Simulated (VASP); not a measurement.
# Sn3PdO8 (Cmmm) in VASP: single point with PBEsol+U

Aim: the single point of Sn3PdO8 with PBEsol+U.

All numbers are computed with VASP 6.6.1; they aren't measurements. Logs are shortened: lines on timing, memory, paths and dates and some standing lists are left out, and cuts for length are marked.

### Step 1. The cell of the first run

Symmetry: Cmmm, No. 65, orthorhombic system. Conventional cell: a = 6.700 Å, b = 6.700 Å, c = 6.373 Å, α = 90.00°, β = 90.00°, γ = 90.00°. Within 2.7 Å of Pd (site symmetry mmm) lie 6 O at 2.01 Å. Sn (site symmetry mmm) has 6 O at 2.07 Å within 2.7 Å. Within 2.7 Å of Sn (site symmetry mm2) lie 6 O at 2.06 to 2.08 Å. Within 2.7 Å of O (site symmetry m2m) lie 1 Pd at 2.01 Å and 2 Sn at 2.06 Å and 1 O at 2.68 Å. Within 2.7 Å of O (site symmetry m2m) lie 3 Sn at 2.06 to 2.07 Å and 1 O at 2.57 Å. O (site symmetry m) has 1 Pd at 2.01 Å and 2 Sn at 2.07 to 2.08 Å and 1 O at 2.54 Å within 2.7 Å.

### Step 2. Single point, PBEsol+U

INCAR

```
SYSTEM = Sn3PdO8
PREC     = Accurate       ! precision mode
ENCUT    = 520            ! plane-wave cutoff, eV
EDIFF    = 1E-7           ! SCF threshold, eV
ISMEAR   = 0              ! smearing method
SIGMA    = 0.05           ! smearing width, eV
LREAL    = .False.        ! projectors in reciprocal space
LASPH    = .True.         ! aspherical terms in the spheres
NELM     = 150            ! most SCF steps
ALGO     = Normal         ! electronic algorithm
ISIF     = 2              ! what is computed and relaxed
LWAVE    = .False.        ! write WAVECAR
LCHARG   = .True.         ! write CHGCAR
LMAXMIX  = 4              ! l up to which the mixer works
LDAU     = .True.         ! DFT+U
LDAUTYPE = 2            
LDAUL    = 2 -1 -1        ! shell
LDAUU    = 2 0 0          ! U, eV
LDAUJ    = 0 0 0        
LDAUPRINT= 1            
GGA      = PS             ! functional
LELF     = .True.         ! ELF
LVHAR    = .True.       
NBANDS   = 62             ! bands
```

KPOINTS

```
regular mesh
0
Gamma
  4 4 3
  0 0 0
```

POSCAR

```
Sn3PdO8
1.0
    4.7373500000      0.0000000000      0.0000000000
    0.0000000000      4.7373500000      0.0000000000
    0.0000000000      0.0000000000      6.3728000000
Pd Sn O
1 3 8
Direct
    0.0000000000      0.0000000000      1.0000000000
    0.0000000000      0.0000000000      0.5000000000
    0.5000000000      0.5000000000      0.2463965786
    0.5000000000      0.5000000000      0.7536034214
    0.3002803001      0.3002803001      1.0000000000
    0.3083640033      0.3083640033      0.5000000000
    0.1897046375      0.8102953625      0.2440860549
    0.1897046375      0.8102953625      0.7559139451
    0.6997196999      0.6997196999      1.0000000000
    0.6916359967      0.6916359967      0.5000000000
    0.8102953625      0.1897046375      0.2440860549
    0.8102953625      0.1897046375      0.7559139451
```

Potentials or basis: VASP PAW PBE potentials, release 64 (Pd, Sn_d, O).

Started as:

```sh
> cat potpaw_PBE.64/Pd/POTCAR potpaw_PBE.64/Sn_d/POTCAR potpaw_PBE.64/O/POTCAR > POTCAR
> mpirun -np 1 vasp_std > vasp.out
```

OUTCAR:

```text
SYSTEM = Sn3PdO8
   PREC = Accurate
   ENCUT = 520
   EDIFF = 1E-7
   ISMEAR = 0
   LREAL = .False.
   LASPH = .True.
   NELM = 150
   ISIF = 2
   GGA = PS

 ion  position               nearest neighbor table
   1  0.000  0.000  0.000-   7 2.01   8 2.01  11 2.01  12 2.01   5 2.01   9 2.01   2 3.19   2 3.19

   2  0.000  0.000  0.500-   6 2.07  10 2.07   8 2.07   7 2.07  11 2.07  12 2.07   1 3.19   1 3.19
                             4 3.72   3 3.72   3 3.72   4 3.72   3 3.72   4 3.72   3 3.72   4 3.72
   3  0.500  0.500  0.246-   5 2.06   9 2.06   6 2.06  10 2.06   7 2.08  11 2.08   4 3.14   4 3.23
                             2 3.72   2 3.72   2 3.72   2 3.72
   4  0.500  0.500  0.754-   5 2.06   9 2.06   6 2.06  10 2.06   8 2.08  12 2.08   3 3.14   3 3.23
                             2 3.72   2 3.72   2 3.72   2 3.72
   5  0.300  0.300  0.000-   1 2.01   3 2.06   4 2.06
   6  0.308  0.308  0.500-   3 2.06   4 2.06   2 2.07
   7  0.190  0.810  0.244-   1 2.01   2 2.07   3 2.08
   8  0.190  0.810  0.756-   1 2.01   2 2.07   4 2.08
   9  0.700  0.700  0.000-   1 2.01   3 2.06   4 2.06
  10  0.692  0.692  0.500-   3 2.06   4 2.06   2 2.07
  11  0.810  0.190  0.244-   1 2.01   2 2.07   3 2.08
  12  0.810  0.190  0.756-   1 2.01   2 2.07   4 2.08

  LATTYP: Found a simple tetragonal cell.
 ALAT       =     4.7373500000
 C/A-ratio  =     1.3452246509

  Lattice vectors:

 A1 = (   4.7373500000,   0.0000000000,   0.0000000000)
 A2 = (   0.0000000000,   4.7373500000,   0.0000000000)
 A3 = (   0.0000000000,   0.0000000000,   6.3728000000)

Analysis of symmetry for initial positions (statically):
=====================================================================
 Subroutine PRICEL returns:
 Original cell was already a primitive cell.

 Routine SETGRP: Setting up the symmetry group for a
 simple tetragonal supercell.

 Subroutine GETGRP returns: Found  8 space group operations
 (whereof  8 operations were pure point group operations)
 out of a pool of 16 trial point group operations.

The static configuration has the point symmetry D_2h.

Analysis of symmetry for dynamics (positions and initial velocities):
=====================================================================
 Subroutine PRICEL returns:
[... 186 lines left out ...]
  o =  0.6162  v =  0.0000 -0.7071  0.0000  0.7071  0.0000  0.0000  0.0000  0.0000  0.0000  0.0000      0.0000  0.0000  0.0000  0.0000  0.0000  0.0000  0.0000  0.0000  0.0000  0.0000
  o =  0.6162  v =  0.0000  0.0000  0.0000  0.0000  0.0000  0.0000 -0.7071  0.0000  0.7071  0.0000      0.0000  0.0000  0.0000  0.0000  0.0000  0.0000  0.0000  0.0000  0.0000  0.0000
  o =  0.9683  v =  0.0000  0.0000  0.0000  0.0000  0.0000 -0.5574  0.0000 -0.8302  0.0000  0.0000      0.0000  0.0000  0.0000  0.0000  0.0000  0.0000  0.0000  0.0000  0.0000  0.0000
  o =  0.9683  v = -0.5574  0.0000 -0.8302  0.0000  0.0000  0.0000  0.0000  0.0000  0.0000  0.0000      0.0000  0.0000  0.0000  0.0000  0.0000  0.0000  0.0000  0.0000  0.0000  0.0000
  o =  0.9819  v =  0.0000  0.7071 -0.0000  0.7071 -0.0000  0.0000  0.0000  0.0000  0.0000  0.0000      0.0000  0.0000  0.0000  0.0000  0.0000  0.0000  0.0000  0.0000  0.0000  0.0000
  o =  0.9819  v =  0.0000  0.0000  0.0000  0.0000  0.0000  0.0000  0.7071 -0.0000  0.7071 -0.0000      0.0000  0.0000  0.0000  0.0000  0.0000  0.0000  0.0000  0.0000  0.0000  0.0000
  o =  0.9836  v =  0.0000  0.0000  0.0000  0.0000  1.0000  0.0000  0.0000  0.0000  0.0000  0.0000      0.0000  0.0000  0.0000  0.0000  0.0000  0.0000  0.0000  0.0000  0.0000  0.0000
  o =  0.9836  v =  0.0000  0.0000  0.0000  0.0000  0.0000  0.0000  0.0000  0.0000  0.0000  1.0000      0.0000  0.0000  0.0000  0.0000  0.0000  0.0000  0.0000  0.0000  0.0000  0.0000

 number of electron      99.9999995 magnetization

 Free energy of the ion-electron system (eV)
  ---------------------------------------------------
  ext. energy  EPLUGINS =         0.00000000
  ---------------------------------------------------
  free energy    TOTEN  =       -75.67809717 eV

  energy without entropy =      -75.67809717  energy(sigma->0) =      -75.67809717

 E-fermi :   5.8651     XC(G=0): -11.5111

 val. band max:        5.5707167377   @ k =   0.5000   0.5000   0.3333
 cond. band min:       6.1638534174   @ k =   0.5000   0.5000   0.0000
 fundamental gap:      0.5931366797
 Fermi energy:         5.8650603731

 k-point     1 :       0.0000    0.0000    0.0000
  band No.  band energies     occupation
      1     -15.5171      2.00000
      2     -15.4444      2.00000
      3     -15.0137      2.00000
      4     -14.9168      2.00000
      5     -14.8481      2.00000
      6     -14.6456      2.00000
[... 899 lines left out ...]
     61      15.7211      0.00000
     62      15.8303      0.00000

------------------------ aborting loop because EDIFF is reached ----------------------------------------

  FORCE on cell =-STRESS in cart. coord.  units (eV):
  Direction    XX          YY          ZZ          XY          YZ          ZX
  --------------------------------------------------------------------------------------
  -------------------------------------------------------------------------------------
  Total       -2.6373947     -2.6373947     -1.3594892     -0.8914913      0.0000000      0.0000000
  in kB      -29.5450328    -29.5450328    -15.2294810     -9.9868020      0.0000000      0.0000000
  external PRESSURE =     -24.7731822 kB  Pullay stress =       0.0000000 kB

 VOLUME and BASIS-vectors are now :
 -----------------------------------------------------------------------------
  energy-cutoff  :      520.00
  volume of cell :      143.02
      direct lattice vectors                 reciprocal lattice vectors
     4.737350000  0.000000000  0.000000000     0.211088478  0.000000000  0.000000000
     0.000000000  4.737350000  0.000000000     0.000000000  0.211088478  0.000000000
     0.000000000  0.000000000  6.372800000     0.000000000  0.000000000  0.156916897

 POSITION                                       TOTAL-FORCE (eV/Angst)
 -----------------------------------------------------------------------------------
      0.00000      0.00000      0.00000         0.000000      0.000000      0.000000
      0.00000      0.00000      3.18640         0.000000      0.000000      0.000000
      2.36868      2.36868      1.57024         0.000000      0.000000      0.004374
      2.36868      2.36868      4.80256         0.000000      0.000000     -0.004374
      1.42253      1.42253      0.00000        -0.159096     -0.159096     -0.000000
      1.46083      1.46083      3.18640        -0.006119     -0.006119      0.000000
      0.89870      3.83865      1.55551        -0.079226      0.079226     -0.162030
      0.89870      3.83865      4.81729        -0.079226      0.079226      0.162030
      3.31482      3.31482      0.00000         0.159096      0.159096      0.000000
      3.27652      3.27652      3.18640         0.006119      0.006119      0.000000
      3.83865      0.89870      1.55551         0.079226     -0.079226     -0.162030
      3.83865      0.89870      4.81729         0.079226     -0.079226      0.162030
 -----------------------------------------------------------------------------------
    total drift:                                0.000000      0.000000      0.000000

  FREE ENERGIE OF THE ION-ELECTRON SYSTEM (eV)
  ---------------------------------------------------
  free  energy   TOTEN  =       -75.6780971700 eV

  energy  without entropy=      -75.6780971700  energy(sigma->0) =      -75.67809717
```

stdout:

```text
POSCAR found type information on POSCAR PdSnO
 POSCAR found :  3 types and      12 ions
 scaLAPACK will be used
 -----------------------------------------------------------------------------
|                                                                             |
|                                                                             |
|     You enforced a specific xc type in the INCAR file but a different       |
|     I HOPE YOU KNOW WHAT YOU ARE DOING!                                     |
|                                                                             |
 -----------------------------------------------------------------------------

 LDA part: xc-table for (Slater+PW92), standard interpolation
 POSCAR, INCAR and KPOINTS ok, starting setup
 FFT: planning ... GRIDC
 FFT: planning ... GRID_SOFT
 FFT: planning ... GRID
 WAVECAR not read
 entering main loop
```

Run time: 3.1 min. Hardware: 1 thread of Intel Xeon Platinum 8375C at 2.90GHz (Ice Lake), shared host; peak memory 0.29 GiB.

Results:

```
Free energy            : -75.6781 eV
Pressure               : -2.5 GPa
Largest force          : 0.225 eV/Å
Band gap on the k mesh : 0.59 eV (least direct gap 0.61 eV)
```

Forces in eV/Å, atoms in the order of the input:
```
Pd   0.000  0.000  0.000
Sn   0.000  0.000  0.000
Sn   0.000  0.000  0.004
Sn   0.000  0.000 -0.004
O   -0.159 -0.159  0.000
O   -0.006 -0.006  0.000
O   -0.079  0.079 -0.162
O   -0.079  0.079  0.162
O    0.159  0.159  0.000
O    0.006  0.006  0.000
O    0.079 -0.079 -0.162
O    0.079 -0.079  0.162
```

Eigenvalues of the final occupation matrices:
| site | spin | trace | eigenvalues |
| --- | --- | --- | --- |
| site 1 d | 1 | 4.15 | 0.60 0.62 0.97 0.98 0.98 |
| site 1 d | 2 | 4.15 | 0.60 0.62 0.97 0.98 0.98 |

Caveat: the PAW data sets were made with another functional, which shifts forces and pressure a little; spin-orbit coupling is left out, which moves the levels of the heavy elements; an odd mesh through Γ misses points on the zone boundary, where band edges can lie.
